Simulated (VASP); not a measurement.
# TiAl: single point with PBEsol

Crystal: TiAl.

```
CELL_PARAMETERS angstrom
3.27221 0.00000 0.00000
0.00000 3.50358 0.00000
0.00000 0.00000 3.15638
ATOMIC_POSITIONS crystal
Ti 0.00000 0.00000 0.00000
Al 0.50000 0.50000 0.50000
```

This cell differs from its parent crystal: normal strain along x +0.0367, normal strain along y +0.1100.

```
Program             : VASP 6.6.1
Task                : single point
Functional          : PBEsol
Potentials or basis : VASP PAW PBE potentials, release 64 (Ti_sv, Al)
Cutoff              : 520 eV
k mesh              : 14 × 14 × 14
Occupations         : gaussian, width 0.15 eV
Spin                : no spin polarisation
```

```yaml
Pressure: -12.4 GPa
```

Stress tensor (GPa, compression positive):
```
-14.36   0.00   0.00
  0.00  -8.73   0.00
  0.00   0.00 -14.17
```

Levels at points of the mesh, in eV from the Fermi level:
```
           k point  band 6  band 7  band 8  band 9  band 10  band 11
(0.00, 0.00, 0.00)   -1.24   -1.04    1.41    1.60     1.84     2.61
(0.50, 0.00, 0.00)   -4.75   -0.40   -0.39    0.65     1.77     2.70
(0.00, 0.50, 0.00)   -4.90   -0.50    0.24    0.61     1.94     2.04
(0.50, 0.50, 0.00)   -2.32   -2.00   -1.39    0.96     1.05     2.14
(0.00, 0.00, 0.50)   -4.66   -0.36   -0.29    0.31     1.65     3.04
(0.50, 0.00, 0.50)   -1.79   -1.59   -1.12    0.29     0.37     2.60
(0.00, 0.50, 0.50)   -2.24   -1.73   -1.28    0.67     0.84     2.21
(0.50, 0.50, 0.50)   -2.65   -2.63    0.14    2.24     2.54     2.65
```

Wall time 2.2 min on 1 thread of Intel(R) Xeon(R) 6975P-C (Granite Rapids), on a shared host, peak memory 0.36 GiB.

Caveat: the cell differs from its parent crystal (normal strain along x +0.0367, normal strain along y +0.1100); the PAW data sets were made with another functional, which shifts forces and pressure a little.
